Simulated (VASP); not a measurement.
## MgO: single point with r2SCAN

The system is MgO.

```
Mg O
1.0
     0.00000    2.13515    2.13515
     2.13515    0.00000    2.13515
     2.13515    2.13515    0.00000
Mg O
1 1
Direct
  0.00000 0.00000 0.00000
  0.47951 0.47951 0.52049
```

This cell differs from its parent crystal: all O atoms moved +0.087 Å, as atom 2 towards its neighbour atom 1 (Mg) at 2.135 Å.

* Program: VASP 6.6.1
* Task: single point
* Functional: r2SCAN
* Potentials or basis: VASP PAW PBE potentials, release 64 (Mg_sv, O)
* Cutoff: 750 eV
* k mesh: 10 × 10 × 10
* Occupations: gaussian, width 0.05 eV
* Spin: no spin polarisation

```json
{
 "Pressure": "-6.4 GPa",
 "Largest force": "0.422 eV/Å",
 "Band gap on the k mesh": "5.24 eV"
}
```

Forces on the atoms (eV/Å):
```
Mg   0.000  0.000 -0.422
O    0.000  0.000  0.422
```

Stress tensor (GPa, compression positive):
```
-7.19  0.00  0.00
 0.00 -7.19  0.00
 0.00  0.00 -4.81
```

Levels at points of the mesh, in eV from the valence-band top:
| k point | band 6 | band 7 | band 8 | band 9 | band 10 | band 11 |
| --- | --- | --- | --- | --- | --- | --- |
| (0.00, 0.00, 0.00) | -0.01 | 0.00 | 0.00 | 5.24 | 16.64 | 16.65 |
| (0.50, 0.00, 0.00) | -4.41 | -0.63 | -0.62 | 8.56 | 13.33 | 17.08 |
| (0.50, 0.50, 0.00) | -3.90 | -1.30 | -1.30 | 9.99 | 10.66 | 13.87 |
| (0.00, 0.50, 0.50) | -3.90 | -1.31 | -1.31 | 10.01 | 10.67 | 13.87 |

Wall time 2.4 min on 1 thread of Intel(R) Xeon(R) Platinum 8375C CPU @ 2.90GHz (Ice Lake) (shared host), peak memory 0.19 GiB.

Caveat: the cell differs from its parent crystal (all O atoms moved +0.087 Å, as atom 2 towards its neighbour atom 1 (Mg) at 2.135 Å); the cell stands under tension; the PAW data sets were made with another functional, which shifts forces and pressure a little.
